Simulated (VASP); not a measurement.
# ZrB2 (P6/mmm) in VASP: further runs

ZrB2 is run at these levels: LDA; tasks: electric field gradients.

Program: VASP 6.6.1. These are calculated values, not measurements. Logs are shortened: lines on timing, memory, paths and dates and some standing lists are left out, and cuts for length are marked.

### 1 The cell of the first run

It takes space group P6/mmm (No. 191, hexagonal). Conventional cell: a = 3.144 Å, b = 3.144 Å, c = 3.496 Å, α = 90.00°, β = 90.00°, γ = 120.00°. Zr (site symmetry 6/mmm) has 12 B at 2.52 Å and 6 Zr at 3.14 Å within 3.3 Å. Within 2.4 Å of B (site symmetry -6m2) lie 3 B at 1.82 Å.

### 2 Electric field gradients, LDA (volume scaled by 0.98)

INCAR reads:

```
  PREC = Accurate
  ENCUT = 520
  EDIFF = 1E-8
  ISMEAR = -1
  SIGMA = 0.03
  LREAL = False
  LASPH = True
  NELM = 80
  ALGO = Normal
  ISIF = 2
  LWAVE = False
  LCHARG = False
  LEFG = True
  NBANDS = 16
```

KPOINTS reads:

```
Automatic mesh
0
Gamma
  13 13 10
```

POSCAR reads:

```
ZrB2
1.0
    3.1437575759      0.0000000000      0.0000000000
   -1.5718787880      2.7225739241      0.0000000000
    0.0000000000      0.0000000000      3.4963751271
Zr B
1 2
Direct
    0.0000000000      0.0000000000      0.0000000000
    0.3333333333      0.6666666667      0.5000000000
    0.6666666667      0.3333333333      0.5000000000
```

Potentials or basis: VASP PAW LDA potentials, release 64 (Zr_sv, B).

On the command line:

```
$ cat potpaw_LDA.64/Zr_sv/POTCAR potpaw_LDA.64/B/POTCAR > POTCAR
$ mpirun -np 1 vasp_std > vasp.out
```

OUTCAR:

```text
PREC = Accurate
   ENCUT = 520
   EDIFF = 1E-8
   ISMEAR = -1
   LREAL = False
   LASPH = True
   NELM = 80
   ISIF = 2

 ion  position               nearest neighbor table
   1  0.000  0.000  0.000-   2 2.52   3 2.52   2 2.52   3 2.52   3 2.52   3 2.52   2 2.52   2 2.52
                             3 2.52   3 2.52   2 2.52   2 2.52
   2  0.333  0.667  0.500-   3 1.82   3 1.82   3 1.82   1 2.52   1 2.52   1 2.52   1 2.52   1 2.52
                             1 2.52
   3  0.667  0.333  0.500-   2 1.82   2 1.82   2 1.82   1 2.52   1 2.52   1 2.52   1 2.52   1 2.52
                             1 2.52

  LATTYP: Found a hexagonal cell.
 ALAT       =     3.1437575759
 C/A-ratio  =     1.1121643583

  Lattice vectors:

 A1 = (   3.1437575759,   0.0000000000,   0.0000000000)
 A2 = (  -1.5718787880,   2.7225739241,   0.0000000000)
 A3 = (   0.0000000000,   0.0000000000,   3.4963751271)

Analysis of symmetry for initial positions (statically):
=====================================================================
 Subroutine PRICEL returns:
 Original cell was already a primitive cell.

 Routine SETGRP: Setting up the symmetry group for a
 hexagonal supercell.

 Subroutine GETGRP returns: Found 24 space group operations
 (whereof 24 operations were pure point group operations)
 out of a pool of 24 trial point group operations.

The static configuration has the point symmetry D_6h.

Analysis of symmetry for dynamics (positions and initial velocities):
=====================================================================
 Subroutine PRICEL returns:
 Original cell was already a primitive cell.

 Routine SETGRP: Setting up the symmetry group for a
 hexagonal supercell.

 Subroutine GETGRP returns: Found 24 space group operations
 (whereof 24 operations were pure point group operations)
 out of a pool of 24 trial point group operations.

The dynamic configuration has the point symmetry D_6h.

 Subroutine INISYM returns: Found 24 space group operations
 (whereof 24 operations are pure point group operations),
 and found     1 'primitive' translations

----------------------------------------------------------------------------------------

                                     Primitive cell

  volume of cell :      29.9259

  direct lattice vectors                    reciprocal lattice vectors
     3.143757576  0.000000000  0.000000000     0.318090685  0.183649742  0.000000000
    -1.571878788  2.722573924  0.000000000     0.000000000  0.367299485  0.000000000
     0.000000000  0.000000000  3.496375127     0.000000000  0.000000000  0.286010500

  length of vectors
     3.143757576  3.143757576  3.496375127     0.367299485  0.367299485  0.286010500

  position of ions in fractional coordinates (direct lattice)
     0.000000000  0.000000000  0.000000000
     0.333333333  0.666666667  0.500000000
     0.666666667  0.333333333  0.500000000

  ion indices of the primitive-cell ions
   primitive index   ion index
                 1           1
                 2           2
                 3           3

----------------------------------------------------------------------------------------

 KPOINTS: Automatic mesh

Automatic generation of k-mesh.
 Grid dimensions read from file:
 generate k-points for:   13   13   10

 Generating k-lattice:

  Cartesian coordinates                     Fractional coordinates (reciprocal lattice)
     0.024468514  0.014126903  0.000000000     0.076923077 -0.000000000  0.000000000
     0.000000000  0.028253807  0.000000000     0.000000000  0.076923077  0.000000000
     0.000000000  0.000000000  0.028601050     0.000000000  0.000000000  0.100000000

  Length of vectors
     0.028253807  0.028253807  0.028601050
[... 37 lines left out ...]
   number of dos      NEDOS =    301   number of ions     NIONS =      3
   total plane-waves  NPLWV =  16128
   dimension x,y,z NGX =    24 NGY =   24 NGZ =   28
   dimension x,y,z NGXF=    48 NGYF=   48 NGZF=   56
   ions per type =               1   2
   NGX,Y,Z   is equivalent  to a cutoff of  12.69, 12.69, 13.31 a.u.
   NGXF,Y,Z  is equivalent  to a cutoff of  25.38, 25.38, 26.63 a.u.
 SYSTEM =  unknown system
   PREC   = accura    normal or accurate (medium, high low for compatibility)
   ISTART =      0    job   : 0-new  1-cont  2-samecut
   ICHARG =      2    charge: 1-file 2-atom 10-const
   ISPIN  =      1    spin polarized calculation?
   LNONCOLLINEAR =      F non collinear calculations
   LSORBIT =      F    spin-orbit coupling
   LASPH  =      T    aspherical Exc in radial PAW
   ENCUT  =  520.0 eV  38.22 Ry    6.18 a.u.   5.85  5.85  6.50*2*pi/ulx,y,z
   NELM   =     80;   NELMIN=  2; NELMDL= -5     # of ELM steps
   EDIFF  = 0.1E-07   stopping-criterion for ELM
   LREAL  =      F    real-space projection
   EDIFFG = 0.1E-06   stopping-criterion for IOM
   NSW    =      0    number of steps for IOM
   IBRION =     -1    ionic relax: 0-MD 1-quasi-New 2-CG
   NFREE  =      0    steps in history (QN), initial steepest desc. (CG)
   ISIF   =      2    stress and relaxation
   ISYM   =      2    0-nonsym 1-usesym 2-fastsym
   POTIM  = 0.5000    time-step for ionic-motion
   TEBEG  =    0.0;   TEEND  =   0.0 temperature during run
   PSTRESS=    0.0 pullay stress
   NELECT =      18.0000    total number of electrons
   NUPDOWN=      -1.0000    fix difference up-down
   EMIN   =  10.00;   EMAX   =-10.00  energy-range for DOS
   EFERMI =   0.00;   METHOD = LEGACY
   ISMEAR =    -1;   SIGMA  =   0.03  broadening in eV -4-tet -1-fermi 0-gaus
   EFERMI_NEDOS =   21; number of points for ismear=-14 and -15
   IALGO  =     38    algorithm
   IMIX   =      4    mixing-type and parameters
     AMIX     =   0.40;   BMIX     =  1.00
     AMIX_MAG =   1.60;   BMIX_MAG =  1.00
  volume/ion in A,a.u.               =       9.98        67.32
  Fermi-wavevector in a.u.,A,eV,Ry     =   1.381922  2.611453 25.983147  1.909707
  Thomas-Fermi vector in A             =   2.506661
   LORBIT       =      0    0 simple, 1 ext, 2 COOP (PROOUT), +10 PAW based schemes
   GGA     = CA    functional components
   LHFCALC =     F    Hartree Fock is set to
   AEXX    =    0.0000 exact exchange contribution
   IVDW    =     0    specifies the selected vdW correction
   LEPSILON=     F    determine dielectric tensor
   LRPA    =     F    only Hartree local field effects (RPA)
 non-spin polarized calculation
  energy-cutoff  :      520.00
  volume of cell :       29.93
 maximum number of plane-waves:       820
 NGX is ok and might be reduce to    24
   NGX = 11   NGY = 11   NGZ = 13

 number of electron      18.0000000 magnetization

 Free energy of the ion-electron system (eV)
  ---------------------------------------------------
  ext. energy  EPLUGINS =         0.00000000
  ---------------------------------------------------
  free energy    TOTEN  =       -27.48135135 eV

  energy without entropy =      -27.48018267  energy(sigma->0) =      -27.48076701

 E-fermi :  10.8764     XC(G=0): -12.7127

 val. band max:       10.8723975889   @ k =   0.3077   0.1538   0.0000
 cond. band min:      10.8824886140   @ k =   0.0769   0.0769   0.3000
 fundamental gap:      0.0100910251
 Fermi energy:        10.8763991032

 k-point     1 :       0.0000    0.0000    0.0000
  band No.  band energies     occupation
      1     -37.4903      2.00000
      2     -15.8483      2.00000
      3     -15.2461      2.00000
      4     -15.2461      2.00000
      5      -1.9139      2.00000
      6       8.0739      2.00000
[... 433 lines left out ...]
      3     -15.4808      2.00000
      4     -15.2951      2.00000
      5      -1.3015      2.00000
      6       6.9020      2.00000
[... 8 lines left out ...]
     15      17.6305      0.00000
     16      18.3626      0.00000

 [... further k-points ...]

------------------------ aborting loop because EDIFF is reached ----------------------------------------

  FORCE on cell =-STRESS in cart. coord.  units (eV):
  Direction    XX          YY          ZZ          XY          YZ          ZX
  --------------------------------------------------------------------------------------
  -------------------------------------------------------------------------------------
  Total       -0.4073292     -0.4073292     -0.2346110      0.0000000      0.0000000      0.0000000
  in kB      -21.8076780    -21.8076780    -12.5606534      0.0000000      0.0000000      0.0000000
  external PRESSURE =     -18.7253364 kB  Pullay stress =       0.0000000 kB

 VOLUME and BASIS-vectors are now :
 -----------------------------------------------------------------------------
  energy-cutoff  :      520.00
  volume of cell :       29.93
      direct lattice vectors                 reciprocal lattice vectors
     3.143757576  0.000000000  0.000000000     0.318090685  0.183649742  0.000000000
    -1.571878788  2.722573924  0.000000000     0.000000000  0.367299485  0.000000000
     0.000000000  0.000000000  3.496375127     0.000000000  0.000000000  0.286010500

 POSITION                                       TOTAL-FORCE (eV/Angst)
 -----------------------------------------------------------------------------------
      0.00000      0.00000      0.00000        -0.000000      0.000000      0.000000
     -0.00000      1.81505      1.74819        -0.000000      0.000000      0.000000
      1.57188      0.90752      1.74819         0.000000     -0.000000      0.000000
 -----------------------------------------------------------------------------------
    total drift:                               -0.000000      0.000000      0.000000

  FREE ENERGIE OF THE ION-ELECTRON SYSTEM (eV)
  ---------------------------------------------------
  free  energy   TOTEN  =       -27.4813513543 eV

  energy  without entropy=      -27.4801826661  energy(sigma->0) =      -27.48076701

 Electric field gradients (V/A^2)
---------------------------------------------------------------------
 ion       V_xx      V_yy      V_zz      V_xy      V_xz      V_yz
---------------------------------------------------------------------
   1     -22.430   -22.430    44.859    -0.000    -0.000     0.000
   2      -0.859    -0.859     1.719    -0.000     0.000     0.000
   3      -0.859    -0.859     1.719    -0.000     0.000     0.000
---------------------------------------------------------------------

 Electric field gradients after diagonalization (V/A^2)
 (convention: |V_zz| > |V_xx| > |V_yy|)
----------------------------------------------------------------------
 ion       V_xx      V_yy      V_zz     asymmetry (V_yy - V_xx)/ V_zz
----------------------------------------------------------------------
   1     -22.430   -22.430    44.859       0.000
   2      -0.859    -0.859     1.719       0.000
   3      -0.859    -0.859     1.719       0.000
----------------------------------------------------------------------

           NMR quadrupolar parameters

 Cq : quadrupolar parameter    Cq=e*Q*V_zz/h
 eta: asymmetry parameters     (V_yy - V_xx)/ V_zz
 Q  : nuclear electric quadrupole moment in mb (millibarn)
----------------------------------------------------------------------
 ion       Cq(MHz)       eta       Q (mb)
----------------------------------------------------------------------
   1       0.108       0.000       1.000
   2       0.004       0.000       1.000
   3       0.004       0.000       1.000
----------------------------------------------------------------------
```

Wall time 68 s (1 thread of Intel Xeon 8259CL, shared host); peak memory 0.18 GiB.

What came out:

- Free energy: -27.4814 eV
- Pressure: -1.9 GPa
- Band gap on the k mesh: zero (band 9 reaches 11.37 eV, above the bottom of band 10 at 10.47 eV)

Stress tensor (GPa, compression positive):
```
-2.18  0.00  0.00
 0.00 -2.18  0.00
 0.00  0.00 -1.26
```

Electric field gradients, principal values (V/Å²):
| atom | least | middle | greatest (by size) |
| --- | --- | --- | --- |
| 1 Zr | -22.430 | -22.430 | 44.859 |
| 2 B | -0.859 | -0.859 | 1.719 |
| 3 B | -0.859 | -0.859 | 1.719 |

Caveat: without QUAD_EFG the Cq values of the log hold for a quadrupole moment of 1 mb, not for the nuclei.

### 3 Electric field gradients, LDA (volume scaled by 0.98)

INCAR reads:

```
  ALGO = Normal
  EDIFF = 1E-8
  ENCUT = 520
  GGA = CA
  ISIF = 2
  ISMEAR = -1
  LASPH = True
  LCHARG = False
  LEFG = True
  LREAL = False
  LWAVE = False
  NBANDS = 16
  NELM = 60
  PREC = Accurate
  SIGMA = 0.03
```

KPOINTS reads:

```
k-points
0
Gamma
  13 13 10
```

POSCAR is that of step 2.

Potentials or basis: VASP PAW LDA potentials, release 64 (Zr_sv, B).

On the command line:

```
$ cat potpaw_LDA.64/Zr_sv/POTCAR potpaw_LDA.64/B/POTCAR > POTCAR
$ mpirun -np 1 vasp_std > vasp.out
```

OUTCAR:

```text
EDIFF = 1E-8
   ENCUT = 520
   GGA = CA
   ISIF = 2
   ISMEAR = -1
   LASPH = True
   LREAL = False
   NELM = 60
   PREC = Accurate

 ion  position               nearest neighbor table
   1  0.000  0.000  0.000-   2 2.52   3 2.52   2 2.52   3 2.52   3 2.52   3 2.52   2 2.52   2 2.52
                             3 2.52   3 2.52   2 2.52   2 2.52
   2  0.333  0.667  0.500-   3 1.82   3 1.82   3 1.82   1 2.52   1 2.52   1 2.52   1 2.52   1 2.52
                             1 2.52
   3  0.667  0.333  0.500-   2 1.82   2 1.82   2 1.82   1 2.52   1 2.52   1 2.52   1 2.52   1 2.52
                             1 2.52

  LATTYP: Found a hexagonal cell.
 ALAT       =     3.1437575759
 C/A-ratio  =     1.1121643583

  Lattice vectors:

 A1 = (   3.1437575759,   0.0000000000,   0.0000000000)
 A2 = (  -1.5718787880,   2.7225739241,   0.0000000000)
 A3 = (   0.0000000000,   0.0000000000,   3.4963751271)

Analysis of symmetry for initial positions (statically):
=====================================================================
 Subroutine PRICEL returns:
[... 656 lines left out ...]

 POSITION                                       TOTAL-FORCE (eV/Angst)
 -----------------------------------------------------------------------------------
      0.00000      0.00000      0.00000        -0.000000      0.000000      0.000000
     -0.00000      1.81505      1.74819        -0.000000      0.000000      0.000000
      1.57188      0.90752      1.74819         0.000000     -0.000000      0.000000
 -----------------------------------------------------------------------------------
    total drift:                               -0.000000      0.000000      0.000000

  FREE ENERGIE OF THE ION-ELECTRON SYSTEM (eV)
  ---------------------------------------------------
  free  energy   TOTEN  =       -27.4813513543 eV

  energy  without entropy=      -27.4801826661  energy(sigma->0) =      -27.48076701

 Electric field gradients (V/A^2)
---------------------------------------------------------------------
 ion       V_xx      V_yy      V_zz      V_xy      V_xz      V_yz
---------------------------------------------------------------------
   1     -22.430   -22.430    44.859    -0.000    -0.000     0.000
   2      -0.859    -0.859     1.719    -0.000     0.000     0.000
   3      -0.859    -0.859     1.719    -0.000     0.000     0.000
---------------------------------------------------------------------

 Electric field gradients after diagonalization (V/A^2)
 (convention: |V_zz| > |V_xx| > |V_yy|)
----------------------------------------------------------------------
 ion       V_xx      V_yy      V_zz     asymmetry (V_yy - V_xx)/ V_zz
----------------------------------------------------------------------
   1     -22.430   -22.430    44.859       0.000
   2      -0.859    -0.859     1.719       0.000
   3      -0.859    -0.859     1.719       0.000
----------------------------------------------------------------------

           NMR quadrupolar parameters

 Cq : quadrupolar parameter    Cq=e*Q*V_zz/h
 eta: asymmetry parameters     (V_yy - V_xx)/ V_zz
 Q  : nuclear electric quadrupole moment in mb (millibarn)
----------------------------------------------------------------------
 ion       Cq(MHz)       eta       Q (mb)
----------------------------------------------------------------------
   1       0.108       0.000       1.000
   2       0.004       0.000       1.000
   3       0.004       0.000       1.000
----------------------------------------------------------------------
```

stdout:

```text
POSCAR found type information on POSCAR ZrB
 POSCAR found :  2 types and       3 ions
 scaLAPACK will be used
 LDA part: xc-table for (Slater(with rela. corr.)+CA(PZ))
 , standard interpolation
 POSCAR, INCAR and KPOINTS ok, starting setup
 FFT: planning ... GRIDC
 FFT: planning ... GRID_SOFT
 FFT: planning ... GRID
 WAVECAR not read
 entering main loop
ion   1

ion   2

ion   3
```

Wall time 62 s (1 thread of Intel Xeon 8259CL, shared host); peak memory 0.17 GiB.

What came out:

| Quantity | Value |
| --- | --- |
| Free energy | -27.4814 eV |
| Pressure | -1.9 GPa |
| Band gap on the k mesh | zero (band 9 reaches 11.37 eV, above the bottom of band 10 at 10.47 eV) |

Stress tensor (GPa, compression positive):
```
-2.18  0.00  0.00
 0.00 -2.18  0.00
 0.00  0.00 -1.26
```

Electric field gradients, principal values (V/Å²):
```tsv
atom	least	middle	greatest (by size)
1 Zr	-22.430	-22.430	44.859
2 B	-0.859	-0.859	1.719
3 B	-0.859	-0.859	1.719
```

Caveat: without QUAD_EFG the Cq values of the log hold for a quadrupole moment of 1 mb, not for the nuclei.
